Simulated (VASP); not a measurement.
Here is a VASP 6.6.1 calculation.

INCAR

```
  PREC = Accurate
  ENCUT = 520
  EDIFF = 1E-6
  ISMEAR = -1
  SIGMA = 0.1
  LREAL = False
  LASPH = True
  NELM = 80
  ALGO = Normal
  ISIF = 2
  LWAVE = False
  LCHARG = False
  GGA = PS
  NBANDS = 16
```

KPOINTS

```
regular mesh
0
Gamma
  14 14 14
```

File POSCAR:

```
GaSb
1.0
    0.0000000000      2.9890689341      2.9890689341
    2.9890689341      0.0000000000      2.9890689341
    2.9890689341      2.9890689341      0.0000000000
Ga Sb
1 1
Direct
    0.0000000000      0.0000000000      0.0000000000
    0.7500000000      0.7500000000      0.7500000000
```

Potentials or basis: VASP PAW PBE potentials, release 64 (Ga_d, Sb).

Command:

```sh
$ cat potpaw_PBE.64/Ga_d/POTCAR potpaw_PBE.64/Sb/POTCAR > POTCAR
$ mpirun -np 1 vasp_std > vasp.out
```

(1) Estimate the band gap on the k mesh.

(2) Estimate the pressure.

## Answers

(1) 0.50 eV.

(2) 4.1 GPa.

Caveat: the cell stands under pressure; the PAW data sets were made with another functional, which shifts forces and pressure a little; spin-orbit coupling is left out, which moves the levels of the heavy elements.
